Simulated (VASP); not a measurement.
# PbSe (Clausthalite) (Fm-3m) in VASP: further runs, part 2 of 2

VASP 6.6.1. Earlier steps stand in the parts before.

### 4 Single point, PBE

This run uses another cell than the first one, of 28.10 Å³/atom, 1.043 times its volume.

INCAR

```
PREC = Accurate ; ENCUT = 520
EDIFF = 1E-6 ; ISMEAR = 1
SIGMA = 0.02 ; LREAL = False
LASPH = True ; NELM = 60
ALGO = Normal ; ISIF = 2
LWAVE = False ; LCHARG = False
GGA = PE ; NBANDS = 17
```

KPOINTS

```
Automatic mesh
0
Gamma
  6 6 6
```

POSCAR

```
PbSe
1.0
    0.0000000000      3.0401081059      3.0401081059
    3.0401081059      0.0000000000      3.0401081059
    3.0401081059      3.0401081059      0.0000000000
Pb Se
1 1
Direct
    0.0000000000      0.0000000000      0.0000000000
    0.5000000000      0.5000000000      0.5000000000
```

Potentials or basis: VASP PAW PBE potentials, release 64 (Pb_d, Se).

Launch:

```console
$ cat potpaw_PBE.64/Pb_d/POTCAR potpaw_PBE.64/Se/POTCAR > POTCAR
$ mpirun -np 1 vasp_std > vasp.out
```

OUTCAR:

```text
PREC = Accurate
   ENCUT = 520
   EDIFF = 1E-6
   ISMEAR = 1
   LREAL = False
   LASPH = True
   NELM = 60
   ISIF = 2
   GGA = PE

 ion  position               nearest neighbor table
   1  0.000  0.000  0.000-   2 3.04   2 3.04   2 3.04   2 3.04   2 3.04   2 3.04
   2  0.500  0.500  0.500-   1 3.04   1 3.04   1 3.04   1 3.04   1 3.04   1 3.04

  LATTYP: Found a face centered cubic cell.
 ALAT       =     6.0802162118

  Lattice vectors:

 A1 = (   0.0000000000,   3.0401081059,   3.0401081059)
 A2 = (   3.0401081059,   0.0000000000,   3.0401081059)
 A3 = (   3.0401081059,   3.0401081059,   0.0000000000)

Analysis of symmetry for initial positions (statically):
=====================================================================
 Subroutine PRICEL returns:
 Original cell was already a primitive cell.

 Routine SETGRP: Setting up the symmetry group for a
 face centered cubic supercell.

 Subroutine GETGRP returns: Found 48 space group operations
 (whereof 48 operations were pure point group operations)
 out of a pool of 48 trial point group operations.

The static configuration has the point symmetry O_h .

Analysis of symmetry for dynamics (positions and initial velocities):
=====================================================================
 Subroutine PRICEL returns:
 Original cell was already a primitive cell.

 Routine SETGRP: Setting up the symmetry group for a
 face centered cubic supercell.

 Subroutine GETGRP returns: Found 48 space group operations
 (whereof 48 operations were pure point group operations)
 out of a pool of 48 trial point group operations.

The dynamic configuration has the point symmetry O_h .

 Subroutine INISYM returns: Found 48 space group operations
 (whereof 48 operations are pure point group operations),
 and found     1 'primitive' translations

----------------------------------------------------------------------------------------

                                     Primitive cell

  volume of cell :      56.1949

  direct lattice vectors                    reciprocal lattice vectors
     0.000000000  3.040108106  3.040108106    -0.164467836  0.164467836  0.164467836
     3.040108106  0.000000000  3.040108106     0.164467836 -0.164467836  0.164467836
     3.040108106  3.040108106  0.000000000     0.164467836  0.164467836 -0.164467836

  length of vectors
     4.299362114  4.299362114  4.299362114     0.284866647  0.284866647  0.284866647

  position of ions in fractional coordinates (direct lattice)
     0.000000000  0.000000000  0.000000000
     0.500000000  0.500000000  0.500000000

  ion indices of the primitive-cell ions
   primitive index   ion index
                 1           1
                 2           2

----------------------------------------------------------------------------------------

 KPOINTS: Automatic mesh

Automatic generation of k-mesh.
 Grid dimensions read from file:
 generate k-points for:    6    6    6

 Generating k-lattice:

  Cartesian coordinates                     Fractional coordinates (reciprocal lattice)
    -0.027411306  0.027411306  0.027411306     0.166666667  0.000000000  0.000000000
     0.027411306 -0.027411306  0.027411306     0.000000000  0.166666667  0.000000000
     0.027411306  0.027411306 -0.027411306     0.000000000  0.000000000  0.166666667

  Length of vectors
     0.047477775  0.047477775  0.047477775

  Shift w.r.t. Gamma in fractional coordinates (k-lattice)
     0.000000000  0.000000000  0.000000000

 Subroutine IBZKPT returns following result:
 ===========================================

 Found     16 irreducible k-points:

 Following reciprocal coordinates:
            Coordinates               Weight
  0.000000  0.000000  0.000000      1.000000
  0.166667  0.000000  0.000000      8.000000
  0.333333  0.000000  0.000000      8.000000
  0.500000  0.000000  0.000000      4.000000
  0.166667  0.166667  0.000000      6.000000
  0.333333  0.166667  0.000000     24.000000
[... 8 lines left out ...]
 -0.333333  0.333333  0.166667     24.000000
 -0.333333  0.500000  0.166667     12.000000
   k-points           NKPTS =     16   k-points in BZ     NKDIM =     16   number of bands    NBANDS=     17
   number of dos      NEDOS =    301   number of ions     NIONS =      2
   total plane-waves  NPLWV =  32768
   dimension x,y,z NGX =    32 NGY =   32 NGZ =   32
   dimension x,y,z NGXF=    64 NGYF=   64 NGZF=   64
   ions per type =               1   1
   NGX,Y,Z   is equivalent  to a cutoff of  12.37, 12.37, 12.37 a.u.
   NGXF,Y,Z  is equivalent  to a cutoff of  24.75, 24.75, 24.75 a.u.
 SYSTEM =  unknown system
   PREC   = accura    normal or accurate (medium, high low for compatibility)
   ISTART =      0    job   : 0-new  1-cont  2-samecut
   ICHARG =      2    charge: 1-file 2-atom 10-const
   ISPIN  =      1    spin polarized calculation?
   LNONCOLLINEAR =      F non collinear calculations
   LSORBIT =      F    spin-orbit coupling
   LASPH  =      T    aspherical Exc in radial PAW
   ENCUT  =  520.0 eV  38.22 Ry    6.18 a.u.   7.99  7.99  7.99*2*pi/ulx,y,z
   NELM   =     60;   NELMIN=  2; NELMDL= -5     # of ELM steps
   EDIFF  = 0.1E-05   stopping-criterion for ELM
   LREAL  =      F    real-space projection
   EDIFFG = 0.1E-04   stopping-criterion for IOM
   NSW    =      0    number of steps for IOM
   IBRION =     -1    ionic relax: 0-MD 1-quasi-New 2-CG
   NFREE  =      0    steps in history (QN), initial steepest desc. (CG)
   ISIF   =      2    stress and relaxation
   ISYM   =      2    0-nonsym 1-usesym 2-fastsym
   POTIM  = 0.5000    time-step for ionic-motion
   TEBEG  =    0.0;   TEEND  =   0.0 temperature during run
   PSTRESS=    0.0 pullay stress
   NELECT =      20.0000    total number of electrons
   NUPDOWN=      -1.0000    fix difference up-down
   EMIN   =  10.00;   EMAX   =-10.00  energy-range for DOS
   EFERMI =   0.00;   METHOD = LEGACY
   ISMEAR =     1;   SIGMA  =   0.02  broadening in eV -4-tet -1-fermi 0-gaus
   EFERMI_NEDOS =   21; number of points for ismear=-14 and -15
   IALGO  =     38    algorithm
   IMIX   =      4    mixing-type and parameters
     AMIX     =   0.40;   BMIX     =  1.00
     AMIX_MAG =   1.60;   BMIX_MAG =  1.00
  volume/ion in A,a.u.               =      28.10       189.61
  Fermi-wavevector in a.u.,A,eV,Ry     =   1.160163  2.192391 18.313156  1.345979
  Thomas-Fermi vector in A             =   2.296749
   LORBIT       =      0    0 simple, 1 ext, 2 COOP (PROOUT), +10 PAW based schemes
   GGA     = PE    functional components
   LHFCALC =     F    Hartree Fock is set to
   AEXX    =    0.0000 exact exchange contribution
   IVDW    =     0    specifies the selected vdW correction
   LEPSILON=     F    determine dielectric tensor
   LRPA    =     F    only Hartree local field effects (RPA)
 non-spin polarized calculation
 Methfessel and Paxton  Order N= 1 SIGMA  =   0.02
  energy-cutoff  :      520.00
  volume of cell :       56.19
 maximum number of plane-waves:      1527
   NGX = 15   NGY = 15   NGZ = 15

 number of electron      20.0000005 magnetization

 Free energy of the ion-electron system (eV)
  ---------------------------------------------------
  ext. energy  EPLUGINS =         0.00000000
  ---------------------------------------------------
  free energy    TOTEN  =        -8.15969148 eV

  energy without entropy =       -8.15971296  energy(sigma->0) =       -8.15969864

 E-fermi :   5.3563     XC(G=0):  -9.6252

 val. band max:        5.3394890471   @ k =   0.5000   0.0000   0.0000
 cond. band min:       5.5623933977   @ k =   0.5000   0.0000   0.0000
 fundamental gap:      0.2229043506
 Fermi energy:         5.3563266913

 k-point     1 :       0.0000    0.0000    0.0000
  band No.  band energies     occupation
      1     -11.5487      2.00000
      2     -11.5487      2.00000
      3     -11.5487      2.00000
      4     -11.5459      2.00000
      5     -11.5459      2.00000
      6      -8.4494      2.00000
[... 9 lines left out ...]
     16      11.7919      0.00000
     17      13.4285      0.00000
[... 281 lines left out ...]
 k-point    16 :      -0.3333    0.5000    0.1667
  band No.  band energies     occupation
      1     -11.6600      2.00000
      2     -11.5523      2.00000
      3     -11.5400      2.00000
      4     -11.5182      2.00000
      5     -11.5003      2.00000
      6      -6.9116      2.00000
[... 9 lines left out ...]
     16      17.0751      0.00000
     17      17.9824      0.00000

------------------------ aborting loop because EDIFF is reached ----------------------------------------

  FORCE on cell =-STRESS in cart. coord.  units (eV):
  Direction    XX          YY          ZZ          XY          YZ          ZX
  --------------------------------------------------------------------------------------
  -------------------------------------------------------------------------------------
  Total        1.2516648      1.2516648      1.2516648      0.0000000     -0.0000000      0.0000000
  in kB       35.6863022     35.6863022     35.6863022      0.0000000     -0.0000000      0.0000000
  external PRESSURE =      35.6863022 kB  Pullay stress =       0.0000000 kB

 VOLUME and BASIS-vectors are now :
 -----------------------------------------------------------------------------
  energy-cutoff  :      520.00
  volume of cell :       56.19
      direct lattice vectors                 reciprocal lattice vectors
     0.000000000  3.040108106  3.040108106    -0.164467836  0.164467836  0.164467836
     3.040108106  0.000000000  3.040108106     0.164467836 -0.164467836  0.164467836
     3.040108106  3.040108106  0.000000000     0.164467836  0.164467836 -0.164467836

 POSITION                                       TOTAL-FORCE (eV/Angst)
 -----------------------------------------------------------------------------------
      0.00000      0.00000      0.00000        -0.000000      0.000000      0.000000
      3.04011      3.04011      3.04011         0.000000     -0.000000     -0.000000
 -----------------------------------------------------------------------------------
    total drift:                                0.000000     -0.000000     -0.000000

  FREE ENERGIE OF THE ION-ELECTRON SYSTEM (eV)
  ---------------------------------------------------
  free  energy   TOTEN  =        -8.1596914847 eV

  energy  without entropy=       -8.1597129584  energy(sigma->0) =       -8.15969864
```

stdout:

```text
POSCAR found type information on POSCAR PbSe
 POSCAR found :  2 types and       2 ions
 scaLAPACK will be used
 LDA part: xc-table for (Slater+PW92), standard interpolation
 POSCAR, INCAR and KPOINTS ok, starting setup
 FFT: planning ... GRIDC
 FFT: planning ... GRID_SOFT
 FFT: planning ... GRID
 WAVECAR not read
 entering main loop
```

It took 15 s on 1 thread of Intel Xeon 8259CL, shared host; peak memory 0.18 GiB.

Results:

```yaml
Free_energy: -8.1597 eV
Pressure: 3.6 GPa
Band_gap_on_the_k_mesh: 0.22 eV, direct
```

Levels at points of the mesh, in eV from the valence-band top:
```tsv
k point	band 8	band 9	band 10	band 11	band 12	band 13
(0.00, 0.00, 0.00)	-1.99	-1.99	-1.99	4.74	4.74	4.74
(0.50, 0.00, 0.00)	-1.57	-1.57	0.00	0.22	1.64	1.64
(0.50, 0.50, 0.00)	-5.18	-3.38	-3.38	3.59	5.67	5.67
```

Caveat: spin-orbit coupling is left out, which moves the levels of the heavy elements. A k mesh can miss the band edges.

### 5 Overview

| cell | gap on the mesh (eV) | pressure (GPa) |
| --- | --- | --- |
| a = 4.240 Å, angles 60.0°, 2 atoms | 0.07 | 6.4 |
| a = 4.270 Å, angles 60.0°, 2 atoms | 0.15 | 4.9 |
| a = 4.299 Å, angles 60.0°, 2 atoms | 0.22 | 3.6 |

Alike in all rows: task single point; level PBE; potentials or basis VASP PAW PBE potentials, release 64 (Pb_d, Se); no spin polarisation; k mesh 6 × 6 × 6; cutoff (eV) 520; smearing methfessel-paxton 0.02 eV.

Caveats: spin-orbit coupling is left out, which moves the levels of the heavy elements.

Absolute energies hang on the potentials; compare differences alone.
